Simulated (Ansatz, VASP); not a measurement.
# One calculation of Be2I, two programs

```
Be I
1.0
     3.39346    0.00000    0.00000
     0.00000    3.39346    0.00000
     0.00000    0.00000    4.91274
Be I
2 1
Direct
  0.50000 0.00000 0.57453
  0.00000 0.50000 0.42547
  0.00000 0.00000 0.00000
```

Change from the starting cell: ordered vacancies on the anion sites of zinc blende (P-4m2, No. 115).

Alike in both runs: functional PBE; k mesh 6 × 6 × 4; occupations gaussian, width 0.1 eV; no spin polarisation.

Ansatz relaxed the structure, and its values are those at the end. VASP's run is a single point on that final structure, the one shown.

|  | VASP | Ansatz |
| --- | --- | --- |
| version | VASP 6.6.1 | Ansatz 0.2.0 |
| potentials or method | VASP PAW PBE potentials, release 64 (Be, I), cutoff 600 eV | scalar-relativistic, plane waves, PAW |
| valence electrons in the cell | 11 | 21 |

```tsv
	VASP	Ansatz	Ansatz less VASP
gap on the k mesh at the Fermi level (eV)	none	none	-
pressure (GPa)	-0.2	-0.2	-0.01
rms of the force components (eV/Å)	0.003	0.004	+0.0011
```

A gap of «none» marks a metal or a gap that the smearing closes. VASP's potentials hold 11 valence electrons a cell and Ansatz's 21, so a difference there can come from the potentials and not from the codes.

Spin-orbit coupling is off throughout.
